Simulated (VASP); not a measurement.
# CrO2: single point with PBEsol

CrO2:

```
Cr O
1.0
     4.42100    0.00000    0.00000
     0.00000    4.42100    0.00000
     0.00000    0.00000    2.91700
Cr O
2 4
Direct
  0.50000 0.50000 0.50000
  0.00000 0.00000 0.00000
  0.80100 0.19900 0.50000
  0.69900 0.69900 0.00000
  0.19900 0.80100 0.50000
  0.30100 0.30100 0.00000
```

- Program: VASP 6.6.1
- Task: single point
- Functional: PBEsol
- Potentials or basis: VASP PAW PBE potentials, release 64 (Cr_pv, O)
- Cutoff: 520 eV
- k mesh: 6 × 6 × 9
- Occupations: fermi-dirac, width 0.05 eV
- Spin: collinear spin, ferromagnetic start
- Starting moments: [3.0, 3.0, 0.0, 0.0, 0.0, 0.0] μB

```yaml
Pressure: -5.9 GPa
Largest_force: 0.329 eV/Å
Band_gap_on_the_k_mesh: zero (filled and empty bands overlap)
Net_moment: 4.00 μB per cell
Site_moments: Cr +2.08; O -0.07 μB
Valence_electrons_inside_the_program's_atomic_spheres: Cr 10.87; O 5.01
```

Forces in eV/Å, atoms in the order of the input:
```
Cr   0.000  0.000  0.000
Cr   0.000  0.000  0.000
O    0.232 -0.232  0.000
O   -0.232 -0.232  0.000
O   -0.232  0.232  0.000
O    0.232  0.232  0.000
```

Stress tensor (GPa, compression positive):
```
-5.17  0.00  0.00
 0.00 -5.17  0.00
 0.00  0.00 -7.44
```

Levels at points of the mesh, in eV from the Fermi level:
Spin up:
```tsv
k point	band 24	band 25	band 26	band 27	band 28	band 29
(0.00, 0.00, 0.00)	-1.18	-1.15	-1.15	-0.66	1.09	1.19
(0.50, 0.00, 0.00)	-0.81	-0.28	-0.28	0.31	0.31	3.30
(0.50, 0.50, 0.00)	-1.52	-1.13	-1.13	0.89	0.89	2.72
```
Spin down:
```
           k point  band 19  band 20  band 21  band 22  band 23  band 24  band 25  band 26
(0.00, 0.00, 0.00)    -1.74    -1.40    -1.40    -0.92     0.80     0.81     1.08     1.09
(0.50, 0.00, 0.00)    -2.95    -2.95    -1.74    -1.74     1.45     1.45     1.73     1.73
(0.50, 0.50, 0.00)    -2.58    -2.58    -2.28    -2.28     0.82     0.82     1.11     1.11
```

Run time: 2.2 min on 1 thread of Intel(R) Xeon(R) Platinum 8488C (Sapphire Rapids), with other jobs on the host, peak memory 0.29 GiB.

Caveat: the cell stands under tension; the PAW data sets were made with another functional, which shifts forces and pressure a little; semilocal functionals often make such compounds metallic where correlation or magnetic order opens a gap, which also shifts bond lengths; only a ferromagnetic start was run, and an antiferromagnetic order may lie lower in energy. With open d or f shells a metallic result of PBEsol can be an artefact of self-interaction; +U or a hybrid may open a gap.
